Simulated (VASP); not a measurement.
Input of a VASP 6.6.1 run:

INCAR

```
PREC = Accurate ; ENCUT = 520
EDIFF = 1E-6 ; ISMEAR = 0
SIGMA = 0.15 ; LREAL = False
LASPH = True ; NELM = 60
ALGO = Fast ; ISIF = 2
LWAVE = False ; LCHARG = False
NBANDS = 16
```

KPOINTS

```
regular mesh
0
Gamma
  18 18 8
```

The input POSCAR:

```
Al2Zn
1.0
    2.7699462163      0.0000000000      0.0000000000
   -1.3849731081      2.3988437904      0.0000000000
    0.0000000000      0.0000000000      6.8260673938
Al Zn
2 1
Direct
    0.3333333333      0.6666666667      0.3282219152
    0.6666666667      0.3333333333      0.6717780848
    0.0000000000      0.0000000000      0.0000000000
```

Potentials or basis: VASP PAW LDA potentials, release 64 (Al, Zn).

Command:

```bash
$ cat potpaw_LDA.64/Al/POTCAR potpaw_LDA.64/Zn/POTCAR > POTCAR
$ mpirun -np 1 vasp_std > vasp.out
```

Problem. Estimate the band gap on the k mesh.

Solution. Zero (band 9 reaches 9.44 eV, above the bottom of band 10 at 5.62 eV).

Problem. Estimate the largest force.

Solution. 0.004 eV/Å.

Problem. Predict the pressure.

Solution. 0.3 GPa.

Stress tensor (GPa, compression positive):
```
 0.59  0.00  0.00
 0.00  0.59  0.00
 0.00  0.00 -0.14
```
